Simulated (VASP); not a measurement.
# Co (Fm-3m) in VASP: further runs

Runs on Co. Level: PBE. Tasks: single point.

Program: VASP 6.6.1. These are calculated values, not measurements. Logs are shortened: lines on timing, memory, paths and dates and some standing lists are left out, and cuts for length are marked.

### Step 1. The cell of the first run

The structure is cubic, space group Fm-3m (No. 225). Conventional cell: a = 3.568 Å, b = 3.568 Å, c = 3.568 Å, α = 90.00°, β = 90.00°, γ = 90.00°. Within 3.3 Å of Co (site symmetry m-3m) lie 12 Co at 2.52 Å.

This isn't the form of Co at room conditions, which is hcp.

### Step 2. Single point, PBE, collinear spin, ferromagnetic start (11.36 Å³/atom)

File INCAR:

```
ALGO     = Normal         # electronic algorithm
EDIFF    = 1E-6           # SCF threshold, eV
ENCUT    = 520            # plane-wave cutoff, eV
GGA      = PE             # functional
ISIF     = 2              # what is computed and relaxed
ISMEAR   = -1             # smearing method
ISPIN    = 2              # spin polarisation
LASPH    = T              # aspherical terms in the spheres
LCHARG   = F              # write CHGCAR
LMAXMIX  = 4              # l up to which the mixer works
LORBIT   = 11             # projections on sites
LREAL    = F              # projectors in reciprocal space
LWAVE    = F              # write WAVECAR
MAGMOM   = 1.717          # initial moments
NBANDS   = 14             # bands
NELM     = 150            # most SCF steps
PREC     = Accurate       # precision mode
SIGMA    = 0.05           # smearing width, eV
```

File KPOINTS:

```
k-points
0
Gamma
  17 17 17
```

File POSCAR:

```
Co
1.0
    0.0000000000      1.7842464323      1.7842464323
    1.7842464323      0.0000000000      1.7842464323
    1.7842464323      1.7842464323      0.0000000000
Co
1
Direct
    0.0000000000      0.0000000000      0.0000000000
```

Potentials or basis: VASP PAW PBE potentials, release 64 (Co).

Launch:

```sh
$ cat potpaw_PBE.64/Co/POTCAR > POTCAR
$ mpirun -np 1 vasp_std > vasp.out
```

OUTCAR:

```text
EDIFF = 1E-6
   ENCUT = 520
   GGA = PE
   ISIF = 2
   ISMEAR = -1
   ISPIN = 2
   LASPH = T
   LORBIT = 11
   LREAL = F
   NELM = 150
   PREC = Accurate

 ion  position               nearest neighbor table
   1  0.000  0.000  0.000-

  LATTYP: Found a face centered cubic cell.
 ALAT       =     3.5684928646

  Lattice vectors:

 A1 = (   0.0000000000,   1.7842464323,   1.7842464323)
 A2 = (   1.7842464323,   0.0000000000,   1.7842464323)
 A3 = (   1.7842464323,   1.7842464323,   0.0000000000)

Analysis of symmetry for initial positions (statically):
=====================================================================
 Subroutine PRICEL returns:
 Original cell was already a primitive cell.

 Routine SETGRP: Setting up the symmetry group for a
 face centered cubic supercell.

 Subroutine GETGRP returns: Found 48 space group operations
 (whereof 48 operations were pure point group operations)
 out of a pool of 48 trial point group operations.

The static configuration has the point symmetry O_h .

Analysis of symmetry for dynamics (positions and initial velocities):
=====================================================================
 Subroutine PRICEL returns:
 Original cell was already a primitive cell.

 Routine SETGRP: Setting up the symmetry group for a
 face centered cubic supercell.

 Subroutine GETGRP returns: Found 48 space group operations
 (whereof 48 operations were pure point group operations)
 out of a pool of 48 trial point group operations.

The dynamic configuration has the point symmetry O_h .

Analysis of structural, dynamic, and magnetic symmetry:
=====================================================================
 Subroutine PRICEL returns:
 Original cell was already a primitive cell.

 Routine SETGRP: Setting up the symmetry group for a
 face centered cubic supercell.

 Subroutine GETGRP returns: Found 48 space group operations
 (whereof 48 operations were pure point group operations)
 out of a pool of 48 trial point group operations.

The overall configuration has the point symmetry O_h .

 Subroutine INISYM returns: Found 48 space group operations
 (whereof 48 operations are pure point group operations),
 and found     1 'primitive' translations

----------------------------------------------------------------------------------------

                                     Primitive cell

  volume of cell :      11.3604

  direct lattice vectors                    reciprocal lattice vectors
[... 122 lines left out ...]
 number of electron       9.0000006 magnetization       1.6748266

 Free energy of the ion-electron system (eV)
  ---------------------------------------------------
  ext. energy  EPLUGINS =         0.00000000
  ---------------------------------------------------
  free energy    TOTEN  =        -7.01188594 eV

  energy without entropy =       -7.00223387  energy(sigma->0) =       -7.00705990

 E-fermi :   9.7314     XC(G=0): -13.1365

 val. band max:        9.7174463448   @ k =   0.2353   0.1176   0.0588
 cond. band min:       9.7324505748   @ k =  -0.1176   0.1176   0.0000
 fundamental gap:      0.0150042300
 Fermi energy:         9.7314024038

 spin component 1

 k-point     1 :       0.0000    0.0000    0.0000
  band No.  band energies     occupation
      1       0.9686      1.00000
      2       7.0565      1.00000
      3       7.0565      1.00000
      4       7.0565      1.00000
      5       7.9991      1.00000
      6       7.9991      1.00000
      7      32.3677      0.00000
      8      36.3580      0.00000
      9      36.3580      0.00000
     10      36.3580      0.00000
     11      39.3724      0.00000
     12      39.3724      0.00000
     13      39.3724      0.00000
     14      42.0789      0.00000
[... 379 lines left out ...]
      3       7.2239      1.00000
      4       7.2243      1.00000
      5       7.8571      1.00000
      6       8.0570      1.00000
      7      29.3942      0.00000
      8      31.8722      0.00000
      9      35.0482      0.00000
     10      36.9850      0.00000
     11      38.9980      0.00000
     12      39.9478      0.00000
     13      43.1917      0.00000
     14      43.3392      0.00000

 [... further k-points ...]

 spin component 2

 k-point     1 :       0.0000    0.0000    0.0000
  band No.  band energies     occupation
      1       0.9795      1.00000
      2       8.6574      1.00000
      3       8.6574      1.00000
      4       8.6574      1.00000
      5      10.0418      0.00201
      6      10.0418      0.00201
      7      32.0308      0.00000
      8      36.5268      0.00000
      9      36.5268      0.00000
     10      36.5268      0.00000
     11      39.6644      0.00000
     12      39.6644      0.00000
     13      39.6644      0.00000
     14      41.6935      0.00000
[... 379 lines left out ...]
      3       8.8482      1.00000
      4       8.8505      1.00000
      5       9.8645      0.06525
      6      10.0797      0.00094
      7      29.5686      0.00000
      8      31.9612      0.00000
      9      35.1021      0.00000
     10      37.1950      0.00000
     11      38.9578      0.00000
     12      40.1589      0.00000
     13      43.3348      0.00000
     14      43.7803      0.00000

 [... further k-points ...]

------------------------ aborting loop because EDIFF is reached ----------------------------------------

  FORCE on cell =-STRESS in cart. coord.  units (eV):
  Direction    XX          YY          ZZ          XY          YZ          ZX
  --------------------------------------------------------------------------------------
  -------------------------------------------------------------------------------------
  Total       -0.5780912     -0.5780912     -0.5780912      0.0000000      0.0000000      0.0000000
  in kB      -81.5290594    -81.5290594    -81.5290594      0.0000000      0.0000000      0.0000000
  external PRESSURE =     -81.5290594 kB  Pullay stress =       0.0000000 kB

 VOLUME and BASIS-vectors are now :
 -----------------------------------------------------------------------------
  energy-cutoff  :      520.00
  volume of cell :       11.36
      direct lattice vectors                 reciprocal lattice vectors
     0.000000000  1.784246432  1.784246432    -0.280230349  0.280230349  0.280230349
     1.784246432  0.000000000  1.784246432     0.280230349 -0.280230349  0.280230349
     1.784246432  1.784246432  0.000000000     0.280230349  0.280230349 -0.280230349

 POSITION                                       TOTAL-FORCE (eV/Angst)
 -----------------------------------------------------------------------------------
      0.00000      0.00000      0.00000         0.000000      0.000000      0.000000
 -----------------------------------------------------------------------------------
    total drift:                                0.000000      0.000000      0.000000

  FREE ENERGIE OF THE ION-ELECTRON SYSTEM (eV)
  ---------------------------------------------------
  free  energy   TOTEN  =        -7.0118859398 eV

  energy  without entropy=       -7.0022338681  energy(sigma->0) =       -7.00705990

 total charge

# of ion       s       p       d       tot
------------------------------------------
    1        0.472   0.485   7.228   8.185

 magnetization (x)

# of ion       s       p       d       tot
------------------------------------------
    1       -0.012  -0.047   1.759   1.700
```

OSZICAR:

```text
N       E                     dE             d eps       ncg     rms          rms(c)
DAV:   1     0.277531384361E+02    0.27753E+02   -0.38016E+03  9518   0.755E+02
DAV:   2    -0.686379991981E+01   -0.34617E+02   -0.32139E+02 10068   0.146E+02
DAV:   3    -0.805626860922E+01   -0.11925E+01   -0.11805E+01 11616   0.284E+01
DAV:   4    -0.806495943472E+01   -0.86908E-02   -0.86881E-02 11242   0.225E+00
DAV:   5    -0.806509578353E+01   -0.13635E-03   -0.13634E-03 12392   0.263E-01    0.100E+01
DAV:   6    -0.725459077847E+01    0.81051E+00   -0.13885E+01 12848   0.409E+01    0.526E+00
DAV:   7    -0.702624244619E+01    0.22835E+00   -0.18166E+00 11508   0.134E+01    0.255E+00
DAV:   8    -0.701889224876E+01    0.73502E-02   -0.18464E-02 11992   0.867E-01    0.127E+00
DAV:   9    -0.701190775582E+01    0.69845E-02   -0.81471E-03 13522   0.633E-01    0.386E-01
DAV:  10    -0.701164328420E+01    0.26447E-03   -0.38289E-03 12492   0.413E-01    0.207E-01
DAV:  11    -0.701187702672E+01   -0.23374E-03   -0.19752E-04 11698   0.877E-02    0.567E-02
DAV:  12    -0.701188249287E+01   -0.54662E-05   -0.55629E-06 12224   0.178E-02    0.296E-02
DAV:  13    -0.701188595858E+01   -0.34657E-05   -0.42883E-06  9622   0.136E-02    0.456E-03
DAV:  14    -0.701188593981E+01    0.18775E-07   -0.11741E-07  6330   0.265E-03
   1 F= -.70118859E+01 E0= -.70070599E+01  d E =-.965207E-02  mag=     1.6748
```

Run time: 80 s. Hardware: 1 thread of Intel Xeon 8259CL, shared host; peak memory 0.16 GiB.

What came out:

```yaml
Free_energy: -7.0119 eV
Pressure: -8.2 GPa
Net_moment: 1.67 μB per cell
Site_moments: Co +1.70 μB
Valence_electrons_inside_the_program's_atomic_spheres: Co 8.19
```

Caveat: the cell stands under tension.

### Step 3. Single point, PBE, collinear spin, ferromagnetic start (11.80 Å³/atom)

This run uses another cell than the first one, of 11.80 Å³/atom.

File INCAR:

```
SYSTEM = Co
PREC = Accurate ; ENCUT = 520
EDIFF = 1E-6 ; ISMEAR = -1
SIGMA = 0.05 ; LREAL = .FALSE.
LASPH = .TRUE. ; NELM = 150
ALGO = Normal ; ISIF = 2
LWAVE = .FALSE. ; LCHARG = .TRUE.
ISPIN = 2 ; MAGMOM = 1.717
LORBIT = 11 ; LMAXMIX = 4
GGA = PE ; LELF = .TRUE.
LVHAR = .TRUE. ; NBANDS = 14
```

File KPOINTS:

```
regular mesh
0
G
  17 17 17
  0 0 0
```

File POSCAR:

```
Co
1.0
    0.0000000000      1.8068342281      1.8068342281
    1.8068342281      0.0000000000      1.8068342281
    1.8068342281      1.8068342281      0.0000000000
Co
1
Direct
    0.0000000000      0.0000000000      0.0000000000
```

Potentials or basis: VASP PAW PBE potentials, release 64 (Co).

Launch:

```sh
$ cat potpaw_PBE.64/Co/POTCAR > POTCAR
$ mpirun -np 1 vasp_std > vasp.out
```

It took 1.7 min on 1 thread of Intel Xeon 8259CL, shared host; peak memory 0.16 GiB.

The run converged. Its results:

- Free energy: -6.9812 eV
- Pressure: -14.1 GPa
- Net moment: 1.69 μB per cell
- Site moments: Co +1.72 μB
- Valence electrons inside the program's atomic spheres: Co 8.12

Levels at points of the mesh, in eV from the Fermi level:
Spin up:
```tsv
k point	band 2	band 3	band 4	band 5	band 6	band 7	band 8	band 9
(0.00, 0.00, 0.00)	-2.63	-2.63	-2.63	-1.76	-1.76	22.31	26.01	26.01
```
Spin down:
```
           k point  band 1  band 2  band 3  band 4  band 5  band 6  band 7  band 8  band 9
(0.00, 0.00, 0.00)   -8.55   -1.02   -1.02   -1.02    0.30    0.30   21.95   26.19   26.19
```

Caveat: the cell stands under tension.
